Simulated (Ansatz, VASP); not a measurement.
# One calculation of Pd, two programs

The input POSCAR:

```
Pd
1.0
    0.0000000000      1.9558504376      1.9558504376
    1.9558504376      0.0000000000      1.9558504376
    1.9558504376      1.9558504376      0.0000000000
Pd
1
Direct
    0.0000000000      0.0000000000      0.0000000000
```

Contents of INCAR.step1:

```
SYSTEM = Pd
PREC     = Accurate       ! precision mode
ENCUT    = 520            ! plane-wave cutoff, eV
ISMEAR   = -1             ! smearing method
SIGMA    = 0.6            ! smearing width, eV
LREAL    = .FALSE.        ! projectors in reciprocal space
LASPH    = .TRUE.         ! aspherical terms in the spheres
NELM     = 100            ! most SCF steps
NBANDS   = 11             ! bands
GGA      = PE             ! functional
ALGO     = Normal         ! electronic algorithm
EDIFF    = 1E-4           ! SCF threshold, eV
LWAVE    = .TRUE.         ! write WAVECAR
LCHARG   = .FALSE.        ! write CHGCAR
```

Contents of INCAR.step2:

```
SYSTEM = Pd
PREC     = Accurate       ! precision mode
ENCUT    = 520            ! plane-wave cutoff, eV
EDIFF    = 1E-6           ! SCF threshold, eV
ISMEAR   = -1             ! smearing method
SIGMA    = 0.6            ! smearing width, eV
LREAL    = .FALSE.        ! projectors in reciprocal space
LASPH    = .TRUE.         ! aspherical terms in the spheres
NELM     = 100            ! most SCF steps
ALGO     = Normal         ! electronic algorithm
ISIF     = 2              ! what is computed and relaxed
LWAVE    = .FALSE.        ! write WAVECAR
LCHARG   = .TRUE.         ! write CHGCAR
METAGGA  = R2SCAN         ! meta-GGA
LMIXTAU  = .TRUE.       
LELF     = .TRUE.         ! ELF
LVHAR    = .TRUE.       
NBANDS   = 11             ! bands
ISTART   = 1
```

KPOINTS

```
Automatic mesh
0
G
  14 14 14
  0 0 0
```

Input for Ansatz:

```yaml
crystal:
  lattice:
    - [0.0, 1.9558504376, 1.9558504376]
    - [1.9558504376, 0.0, 1.9558504376]
    - [1.9558504376, 1.9558504376, 0.0]
  atoms:
    - { symbol: Pd, position: [0.0, 0.0, 0.0] }
hamiltonian:
  xc: r2scan
  pseudopotentials:
    kind: paw
    azcp:
      Pd: "pseudopotentials/Pd.paw.azcp"
basis:
  ecutwfc: 500
  fft_grid_basis: typed
kpoints:
  mp_grid: { grid: [14, 14, 14], shift: [0, 0, 0] }
magnetization:
  spin_polarized: false
scf:
  occupations: { method: fermi_dirac, width: 0.6 }
  lower_state_search: "off"
output:
  stress: true
  write_density: true
  write_potential: true
  elf: true
  volumetric_format: npy
```

Alike in both runs: task single point; functional r2SCAN; k mesh 14 × 14 × 14; occupations fermi-dirac, width 0.6 eV; no spin polarisation.

|  | VASP | Ansatz |
| --- | --- | --- |
| version | VASP 6.6.1 | Ansatz 0.2.0 |
| potentials or method | VASP PAW PBE potentials, release 64 (Pd), cutoff 520 eV | plane waves (500 eV) with PAW, scalar-relativistic |
| valence electrons in the cell | 10 | 18 |

|  | VASP | Ansatz | Ansatz less VASP |
| --- | --- | --- | --- |
| pressure (GPa) | 5.7 | 5.0 | -0.66 |

VASP's potentials were made for PBE, not for r2SCAN. VASP's potentials hold 10 valence electrons a cell and Ansatz's 18, so a difference there can come from the potentials and not from the codes.
